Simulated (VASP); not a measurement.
Crystal: Mg.

```
Mg
1.0
    -1.77276    1.77276    1.77276
     1.77276   -1.77276    1.77276
     1.77276    1.77276   -1.77276
Mg
1
Direct
  0.00000 0.00000 0.00000
```

This isn't the form of Mg at room conditions, which is hcp.

* Program: VASP 6.6.1
* Task: relaxation of cell and atoms
* Functional: PBE
* Dispersion: D3(BJ)
* Potentials or basis: VASP PAW PBE potentials, release 64 (Mg)
* Cutoff: 600 eV
* k mesh: 11 × 11 × 11
* Occupations: fermi-dirac, width 0.05 eV
* Spin: no spin polarisation

At the start: pressure -1.3 GPa; volume 22.29 Å³/atom.

**Question.** How do energy, volume and symmetry change on relaxing?

**Answer.** Over 3 steps the energy falls by 3.0 meV/atom and the volume is 21.55 Å³/atom (-3.3 %); space group Im-3m (No. 229, to 0.1 Å) before and after.

Step by step:
```
step  energy change (eV)  largest force (eV/Å)  pressure (GPa)  volume (Å³)
   1              0.0000                0.0000           -1.27        22.29
   2             -0.0028                0.0000           -0.32        21.72
   3             -0.0030                0.0000           -0.01        21.55
```

Final structure:
```
Mg
1.0
    -1.75312    1.75312    1.75312
     1.75312   -1.75312    1.75312
     1.75312    1.75312   -1.75312
Mg
1
Direct
  0.00000 0.00000 0.00000
```
